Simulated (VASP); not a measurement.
# Na3H2 (P-3m1) in VASP: a series of runs, part 2 of 3

VASP 6.6.1. The steps go on from the part before.

### 3 Relaxation of cell and atoms, PBE

This run uses another cell than the first one, of 14.53 Å³/atom.

INCAR

```
PREC = Accurate ; ENCUT = 500
EDIFF = 1E-7 ; ISMEAR = 0
SIGMA = 0.1 ; LREAL = False
LASPH = True ; NELM = 120
ALGO = Normal ; ISIF = 3
LWAVE = False ; LCHARG = False
GGA = PE ; IBRION = 2
NSW = 90 ; EDIFFG = -0.04
GGA_COMPAT = False ; NELMIN = 4
```

KPOINTS

```
regular mesh
0
Gamma
  6 6 4
```

POSCAR

```
Na3H2
1.0
    3.7775634686      0.0000000000      0.0000000000
   -1.8887817343      3.2714659282      0.0000000000
    0.0000000000      0.0000000000      5.8772751428
Na H
3 2
Direct
    0.0000000000      0.0000000000      0.0000000000
    0.3333333333      0.6666666667      0.6450000000
    0.6666666667      0.3333333333      0.3550000000
    0.3333333333      0.6666666667      0.2450000000
    0.6666666667      0.3333333333      0.7550000000
```

Potentials or basis: VASP PAW PBE potentials, release 64 (Na_pv, H).

Started as:

```console
cat potpaw_PBE.64/Na_pv/POTCAR potpaw_PBE.64/H/POTCAR > POTCAR
mpirun -np 1 vasp_std > vasp.out
```

OUTCAR:

```text
PREC = Accurate
   ENCUT = 500
   EDIFF = 1E-7
   ISMEAR = 0
   LREAL = False
   LASPH = True
   NELM = 120
   ISIF = 3
   GGA = PE
   IBRION = 2
   NSW = 90
   EDIFFG = -0.04
   NELMIN = 4

 ion  position               nearest neighbor table
   1  0.000  0.000  0.000-
   2  0.333  0.667  0.645-   3 2.77   3 2.77   3 2.77
   3  0.667  0.333  0.355-   2 2.77   2 2.77   2 2.77
   4  0.333  0.667  0.245-
   5  0.667  0.333  0.755-

  LATTYP: Found a hexagonal cell.
 ALAT       =     3.7775634686
 C/A-ratio  =     1.5558375635

  Lattice vectors:

 A1 = (   3.7775634686,   0.0000000000,   0.0000000000)
 A2 = (  -1.8887817343,   3.2714659282,   0.0000000000)
 A3 = (   0.0000000000,   0.0000000000,   5.8772751428)

Analysis of symmetry for initial positions (statically):
=====================================================================
 Subroutine PRICEL returns:
 Original cell was already a primitive cell.

 Routine SETGRP: Setting up the symmetry group for a
 hexagonal supercell.

 Subroutine GETGRP returns: Found 12 space group operations
 (whereof 12 operations were pure point group operations)
 out of a pool of 24 trial point group operations.

The static configuration has the point symmetry D_3d.

Analysis of symmetry for dynamics (positions and initial velocities):
=====================================================================
 Subroutine PRICEL returns:
 Original cell was already a primitive cell.

 Routine SETGRP: Setting up the symmetry group for a
 hexagonal supercell.

 Subroutine GETGRP returns: Found 12 space group operations
 (whereof 12 operations were pure point group operations)
 out of a pool of 24 trial point group operations.

The dynamic configuration has the point symmetry D_3d.

 Subroutine INISYM returns: Found 12 space group operations
 (whereof 12 operations are pure point group operations),
 and found     1 'primitive' translations

----------------------------------------------------------------------------------------

                                     Primitive cell

  volume of cell :      72.6324

  direct lattice vectors                    reciprocal lattice vectors
     3.777563469  0.000000000  0.000000000     0.264720900  0.152836683  0.000000000
    -1.888781734  3.271465928  0.000000000     0.000000000  0.305673365  0.000000000
     0.000000000  0.000000000  5.877275143     0.000000000  0.000000000  0.170146875

  length of vectors
     3.777563469  3.777563469  5.877275143     0.305673365  0.305673365  0.170146875

  position of ions in fractional coordinates (direct lattice)
     0.000000000  0.000000000  0.000000000
     0.333333333  0.666666667  0.645000000
     0.666666667  0.333333333  0.355000000
     0.333333333  0.666666667  0.245000000
     0.666666667  0.333333333  0.755000000

  ion indices of the primitive-cell ions
   primitive index   ion index
                 1           1
                 2           2
                 3           3
                 4           4
                 5           5

[... 32 lines left out ...]
  0.166667  0.166667  0.000000      6.000000
  0.333333  0.166667  0.000000     12.000000
[... 16 lines left out ...]
  0.333333  0.166667  0.500000     12.000000
  0.333333  0.333333  0.500000      2.000000
   k-points           NKPTS =     24   k-points in BZ     NKDIM =     24   number of bands    NBANDS=     15
   number of dos      NEDOS =    301   number of ions     NIONS =      5
   total plane-waves  NPLWV =  37632
   dimension x,y,z NGX =    28 NGY =   28 NGZ =   48
   dimension x,y,z NGXF=    56 NGYF=   56 NGZF=   96
   ions per type =               3   2
   NGX,Y,Z   is equivalent  to a cutoff of  12.32, 12.32, 13.58 a.u.
   NGXF,Y,Z  is equivalent  to a cutoff of  24.64, 24.64, 27.15 a.u.
 SYSTEM =  unknown system
   PREC   = accura    normal or accurate (medium, high low for compatibility)
   ISTART =      0    job   : 0-new  1-cont  2-samecut
   ICHARG =      2    charge: 1-file 2-atom 10-const
   ISPIN  =      1    spin polarized calculation?
   LNONCOLLINEAR =      F non collinear calculations
   LSORBIT =      F    spin-orbit coupling
   LASPH  =      T    aspherical Exc in radial PAW
   ENCUT  =  500.0 eV  36.75 Ry    6.06 a.u.   6.89  6.89 10.72*2*pi/ulx,y,z
   NELM   =    120;   NELMIN=  4; NELMDL= -5     # of ELM steps
   EDIFF  = 0.1E-06   stopping-criterion for ELM
   LREAL  =      F    real-space projection
   EDIFFG = -.4E-01   stopping-criterion for IOM
   NSW    =     90    number of steps for IOM
   IBRION =      2    ionic relax: 0-MD 1-quasi-New 2-CG
   NFREE  =      1    steps in history (QN), initial steepest desc. (CG)
   ISIF   =      3    stress and relaxation
   ISYM   =      2    0-nonsym 1-usesym 2-fastsym
   POTIM  = 0.5000    time-step for ionic-motion
   TEBEG  =    0.0;   TEEND  =   0.0 temperature during run
   PSTRESS=    0.0 pullay stress
   NELECT =      23.0000    total number of electrons
   NUPDOWN=      -1.0000    fix difference up-down
   EMIN   =  10.00;   EMAX   =-10.00  energy-range for DOS
   EFERMI =   0.00;   METHOD = LEGACY
   ISMEAR =     0;   SIGMA  =   0.10  broadening in eV -4-tet -1-fermi 0-gaus
   EFERMI_NEDOS =   21; number of points for ismear=-14 and -15
   IALGO  =     38    algorithm
   IMIX   =      4    mixing-type and parameters
     AMIX     =   0.40;   BMIX     =  1.00
     AMIX_MAG =   1.60;   BMIX_MAG =  1.00
  volume/ion in A,a.u.               =      14.53        98.03
  Fermi-wavevector in a.u.,A,eV,Ry     =   1.115854  2.108658 16.941024  1.245130
  Thomas-Fermi vector in A             =   2.252463
   LORBIT       =      0    0 simple, 1 ext, 2 COOP (PROOUT), +10 PAW based schemes
   GGA     = PE    functional components
   LHFCALC =     F    Hartree Fock is set to
   AEXX    =    0.0000 exact exchange contribution
   IVDW    =     0    specifies the selected vdW correction
   LEPSILON=     F    determine dielectric tensor
   LRPA    =     F    only Hartree local field effects (RPA)
 conjugate gradient relaxation of ions
 non-spin polarized calculation
 Gauss-broadening in eV      SIGMA  =   0.10
  energy-cutoff  :      500.00
  volume of cell :       72.63
 maximum number of plane-waves:      1875
   NGX = 13   NGY = 13   NGZ = 21

--------------------------------------- Ionic step        1  -------------------------------------------

 number of electron      23.0000012 magnetization

 Free energy of the ion-electron system (eV)
  ---------------------------------------------------
  ext. energy  EPLUGINS =         0.00000000
  ---------------------------------------------------
  free energy    TOTEN  =        -9.68999007 eV

  energy without entropy =       -9.67983150  energy(sigma->0) =       -9.68491079

------------------------ aborting loop because EDIFF is reached ----------------------------------------

  FORCE on cell =-STRESS in cart. coord.  units (eV):
  Direction    XX          YY          ZZ          XY          YZ          ZX
  --------------------------------------------------------------------------------------
  -------------------------------------------------------------------------------------
  Total        2.7543565      2.7543565      2.3266914      0.0000000      0.0000000      0.0000000
  in kB       60.7575891     60.7575891     51.3238432      0.0000000      0.0000000      0.0000000
  external PRESSURE =      57.6130072 kB  Pullay stress =       0.0000000 kB
[... 98 lines left out ...]
  FREE ENERGIE OF THE ION-ELECTRON SYSTEM (eV)
  ---------------------------------------------------
  free  energy   TOTEN  =        -9.9719193682 eV

  energy  without entropy=       -9.9608783029  energy(sigma->0) =       -9.96639884

[... ionic steps 4 to 37 ...]

--------------------------------------- Ionic step       38  -------------------------------------------

 number of electron      22.9999999 magnetization

------------------------ aborting loop because EDIFF is reached ----------------------------------------
[... 73 lines left out ...]
--------------------------------------- Ionic step       40  -------------------------------------------

 number of electron      23.0000074 magnetization

 Free energy of the ion-electron system (eV)
  ---------------------------------------------------
  ext. energy  EPLUGINS =         0.00000000
  ---------------------------------------------------
  free energy    TOTEN  =       -11.13579721 eV

  energy without entropy =      -11.13198200  energy(sigma->0) =      -11.13388961

 E-fermi :   1.1756     XC(G=0):  -7.4876

 val. band max:        1.0882617456   @ k =   0.0000   0.3333   0.2500
 cond. band min:       1.1810882714   @ k =   0.3333   0.0000   0.5000
 fundamental gap:      0.0928265258
 Fermi energy:         1.1755652089

 k-point     1 :       0.0000    0.0000    0.0000
  band No.  band energies     occupation
      1     -23.5645      2.00000
      2     -23.5486      2.00000
      3     -23.5433      2.00000
      4     -23.5433      2.00000
      5     -23.5411      2.00000
      6     -23.5411      2.00000
      7     -23.4154      2.00000
      8     -23.3745      2.00000
      9     -23.3745      2.00000
     10      -4.6130      2.00000
     11      -3.2300      2.00000
     12      -0.8221      2.00000
     13       3.9626      0.00000
     14       4.8605      0.00000
[... 445 lines left out ...]
  FREE ENERGIE OF THE ION-ELECTRON SYSTEM (eV)
  ---------------------------------------------------
  free  energy   TOTEN  =       -11.1357972118 eV

  energy  without entropy=      -11.1319819989  energy(sigma->0) =      -11.13388961

 reached required accuracy - stopping structural energy minimisation
```

CONTCAR:

```text
Na3H2
   1.00000000000000
     3.4330767581045842   -0.0000000000000000   -0.0000000000000001
    -1.7165383790522919    2.9731316856500176   -0.0000000000000001
    -0.0000000000000001    0.0000000000000000    8.5939306730805782
  Na              H
     3     2
Direct
     0.0000000000000000    0.0000000000000000    0.0000000000000000
     0.3333333332999970    0.6666666667000030    0.6778130917708675
     0.6666666667000030    0.3333333332999970    0.3221869082291327
     0.3333333332999970    0.6666666667000030    0.1591619123886096
     0.6666666667000030    0.3333333332999970    0.8408380876113903

  0.00000000E+00  0.00000000E+00  0.00000000E+00
  0.00000000E+00  0.00000000E+00  0.00000000E+00
  0.00000000E+00  0.00000000E+00  0.00000000E+00
  0.00000000E+00  0.00000000E+00  0.00000000E+00
  0.00000000E+00  0.00000000E+00  0.00000000E+00
```

It took 4.7 min on 1 thread of Intel Xeon 6975P-C (Granite Rapids), shared host; peak memory 0.19 GiB.

Results:

| Quantity | Value |
| --- | --- |
| Free energy | -11.1358 eV |
| Relaxed volume | 17.54 Å³/atom |
| Relaxed cell | a = 3.433 Å, b = 3.433 Å, c = 8.594 Å, α = 90.00°, β = 90.00°, γ = 120.00° |
| Space group after relaxing (to 0.1 Å) | P-3m1 (No. 164) |
| Energy gained by relaxing | 289.2 meV/atom |
| Ionic steps | 40 |
| Pressure after relaxing | 0.1 GPa |
| Largest force after relaxing | 0.022 eV/Å |
| Band gap on the k mesh | zero (an odd number of electrons rules out a gap without spin polarisation) |

Forces in eV/Å, atoms in the order of the input:
```
Na   0.000  0.000  0.000
Na   0.000  0.000  0.002
Na   0.000  0.000 -0.002
H    0.000  0.000 -0.022
H    0.000  0.000  0.022
```

The path:
```
step  energy change (eV)  largest force (eV/Å)  pressure (GPa)  volume (Å³)
   1              0.0000                0.2646            5.76        72.63
   2             -0.1659                0.1735            3.31        78.26
   3             -0.2819                0.0882            0.44        88.14
   4             -0.2856                0.0836            0.00        90.19
   5             -0.2857                0.0829           -0.07        90.57
   6             -0.2869                0.0710           -0.08        90.49
   7             -0.2896                0.0511           -0.07        90.24
   8             -0.2919                0.0673            0.02        89.76
   9             -0.2940                0.0631            0.00        89.73
  10             -0.2995                0.0480           -0.06        89.66
  11             -0.3067                0.0304           -0.13        89.50
  12             -0.3304                0.1310           -0.06        89.19
  13             -0.3089                0.3401            0.56        88.58
  14             -0.3467                0.1968            0.06        89.03
  15             -0.3523                0.2862            0.27        88.80
  16             -0.3544                0.2495            0.17        88.90
  17             -0.3547                0.2590            0.20        88.88
  18             -0.3549                0.2596            0.20        88.88
  19             -0.3553                0.2616            0.20        88.88
  20             -0.3562                0.2652            0.22        88.87
  21             -0.3574                0.2725            0.23        88.86
  22             -0.3585                0.2863            0.28        88.83
  23             -0.3601                0.2855            0.28        88.84
  24             -0.3649                0.2832            0.28        88.87
  25             -0.3744                0.2784            0.27        88.94
  26             -0.3937                0.2680            0.27        89.06
  27             -0.4329                0.2439            0.26        89.30
  28             -0.5121                0.1906            0.25        89.72
  29             -0.6711                0.2041            0.32        90.35
  30             -0.9384                0.3437            0.59        90.83
  31             -0.9142                0.6520            1.87        88.96
  32             -1.0266                0.5091            1.25        90.30
  33             -1.1134                0.4551            0.31        93.55
  34             -1.1349                0.4201           -0.49        95.81
  35             -1.1964                0.3858           -0.51        95.10
  36             -1.3439                0.3014           -0.55        92.99
  37             -1.4353                0.1417           -0.17        88.85
  38             -1.4413                0.0801           -0.30        89.74
  39             -1.4415                0.0798           -0.29        89.62
  40             -1.4458                0.0215            0.09        87.72
```

Final structure:
```
CELL_PARAMETERS angstrom
3.43308 0.00000 0.00000
-1.71654 2.97313 0.00000
0.00000 0.00000 8.59393
ATOMIC_POSITIONS crystal
Na 0.00000 0.00000 0.00000
Na 0.33333 0.66667 0.67781
Na 0.66667 0.33333 0.32219
H 0.33333 0.66667 0.15916
H 0.66667 0.33333 0.84084
```

Levels at points of the mesh, in eV from the Fermi level:
| k point | band 10 | band 11 | band 12 | band 13 | band 14 | band 15 |
| --- | --- | --- | --- | --- | --- | --- |
| (0.00, 0.00, 0.00) | -5.79 | -4.41 | -2.00 | 2.79 | 3.68 | 7.95 |
| (0.50, 0.00, 0.00) | -3.31 | -2.95 | 1.04 | 1.97 | 2.15 | 2.50 |
| (0.00, 0.00, 0.50) | -5.69 | -4.69 | -1.37 | 1.10 | 6.31 | 6.94 |
| (0.50, 0.00, 0.50) | -3.28 | -2.97 | 1.00 | 1.28 | 2.70 | 3.64 |

Caveat: the volume moved by over 15 % at a fixed basis, so the end points are rough.

### 4 Single point, PBE

This run uses another cell than the first one, of 18.32 Å³/atom.

INCAR

```
  PREC = Accurate
  ENCUT = 500
  EDIFF = 1E-6
  ISMEAR = 0
  SIGMA = 0.1
  LREAL = False
  LASPH = True
  NELM = 120
  ALGO = Normal
  ISIF = 2
  LWAVE = False
  LCHARG = False
  GGA = PE
  NBANDS = 20
  GGA_COMPAT = False
```

KPOINTS

```
Automatic mesh
0
Gamma
  12 12 4
```

POSCAR

```
Na3H2
1.0
    3.4399240813      0.0000000000      0.0000000000
   -1.7199620407      2.9790616415      0.0000000000
    0.0000000000      0.0000000000      8.9362321555
Na H
3 2
Direct
    0.0000000000      0.0000000000      0.0000000000
    0.3333333333      0.6666666667      0.6804708396
    0.6666666667      0.3333333333      0.3195291604
    0.3333333333      0.6666666667      0.1572746318
    0.6666666667      0.3333333333      0.8427253682
```

Potentials or basis: VASP PAW PBE potentials, release 64 (Na_pv, H).

Started as:

```console
cat potpaw_PBE.64/Na_pv/POTCAR potpaw_PBE.64/H/POTCAR > POTCAR
mpirun -np 1 vasp_std > vasp.out
```

OUTCAR:

```text
PREC = Accurate
   ENCUT = 500
   EDIFF = 1E-6
   ISMEAR = 0
   LREAL = False
   LASPH = True
   NELM = 120
   ISIF = 2
   GGA = PE

 ion  position               nearest neighbor table
   1  0.000  0.000  0.000-
   2  0.333  0.667  0.680-
   3  0.667  0.333  0.320-
   4  0.333  0.667  0.157-
   5  0.667  0.333  0.843-

  LATTYP: Found a hexagonal cell.
 ALAT       =     3.4399240813
 C/A-ratio  =     2.5977992375

[... 750 lines left out ...]
  FORCE on cell =-STRESS in cart. coord.  units (eV):
  Direction    XX          YY          ZZ          XY          YZ          ZX
  --------------------------------------------------------------------------------------
  -------------------------------------------------------------------------------------
  Total       -0.0260527     -0.0260527     -0.0409138      0.0000000     -0.0000000      0.0000000
  in kB       -0.4558062     -0.4558062     -0.7158091      0.0000000     -0.0000000      0.0000000
  external PRESSURE =      -0.5424738 kB  Pullay stress =       0.0000000 kB

 VOLUME and BASIS-vectors are now :
 -----------------------------------------------------------------------------
  energy-cutoff  :      500.00
  volume of cell :       91.58
      direct lattice vectors                 reciprocal lattice vectors
     3.439924081  0.000000000  0.000000000     0.290704090  0.167838085  0.000000000
    -1.719962041  2.979061641  0.000000000     0.000000000  0.335676169  0.000000000
     0.000000000  0.000000000  8.936232156     0.000000000  0.000000000  0.111903986

 POSITION                                       TOTAL-FORCE (eV/Angst)
 -----------------------------------------------------------------------------------
      0.00000      0.00000      0.00000         0.000000      0.000000      0.000000
     -0.00000      1.98604      6.08085         0.000000      0.000000     -0.000523
      1.71996      0.99302      2.85539        -0.000000      0.000000      0.000523
     -0.00000      1.98604      1.40544         0.000000     -0.000000      0.003037
      1.71996      0.99302      7.53079         0.000000      0.000000     -0.003037
 -----------------------------------------------------------------------------------
    total drift:                               -0.000000      0.000000      0.000000

  FREE ENERGIE OF THE ION-ELECTRON SYSTEM (eV)
  ---------------------------------------------------
  free  energy   TOTEN  =       -11.2199480926 eV

  energy  without entropy=      -11.2149895002  energy(sigma->0) =      -11.21746880
```

OSZICAR:

```text
N       E                     dE             d eps       ncg     rms          rms(c)
DAV:   1     0.185947784233E+03    0.18595E+03   -0.11715E+04  2792   0.113E+03
DAV:   2    -0.699370191563E+00   -0.18665E+03   -0.18328E+03  2776   0.333E+02
DAV:   3    -0.120180597203E+02   -0.11319E+02   -0.11286E+02  3264   0.953E+01
DAV:   4    -0.122056747614E+02   -0.18762E+00   -0.18757E+00  3148   0.133E+01
DAV:   5    -0.122092627536E+02   -0.35880E-02   -0.35879E-02  3140   0.187E+00    0.459E+00
DAV:   6    -0.114235112595E+02    0.78575E+00   -0.91798E-01  3164   0.337E+00    0.207E+00
DAV:   7    -0.112097057810E+02    0.21381E+00   -0.89960E-01  3120   0.296E+00    0.540E-01
DAV:   8    -0.112207993544E+02   -0.11094E-01   -0.31334E-02  3144   0.184E+00    0.161E-01
DAV:   9    -0.112199659281E+02    0.83343E-03   -0.83299E-03  3316   0.483E-01    0.344E-02
DAV:  10    -0.112199459403E+02    0.19988E-04   -0.38785E-04  3048   0.156E-01    0.212E-02
DAV:  11    -0.112199479900E+02   -0.20498E-05   -0.72672E-05  3108   0.363E-02    0.804E-03
DAV:  12    -0.112199480926E+02   -0.10260E-06   -0.64225E-06  2568   0.128E-02
   1 F= -.11219948E+02 E0= -.11217469E+02  d E =-.495859E-02
```

stdout:

```text
POSCAR found type information on POSCAR NaH
 POSCAR found :  2 types and       5 ions
 scaLAPACK will be used
 LDA part: xc-table for (Slater+PW92), standard interpolation
 POSCAR, INCAR and KPOINTS ok, starting setup
 FFT: planning ... GRIDC
 FFT: planning ... GRID_SOFT
 FFT: planning ... GRID
 WAVECAR not read
 entering main loop
```

Run time: 52 s. Hardware: 1 thread of Intel Xeon 6975P-C (Granite Rapids), shared host; peak memory 0.25 GiB.

Results:

| Property | Result |
| --- | --- |
| Free energy | -11.2199 eV |
| Pressure | -0.1 GPa |
| Largest force | 0.003 eV/Å |
| Band gap on the k mesh | zero (an odd number of electrons rules out a gap without spin polarisation) |

Forces on the atoms (eV/Å):
```
Na   0.000  0.000  0.000
Na   0.000  0.000 -0.001
Na   0.000  0.000  0.001
H    0.000  0.000  0.003
H    0.000  0.000 -0.003
```

(Part 2 of 3 ends here.)
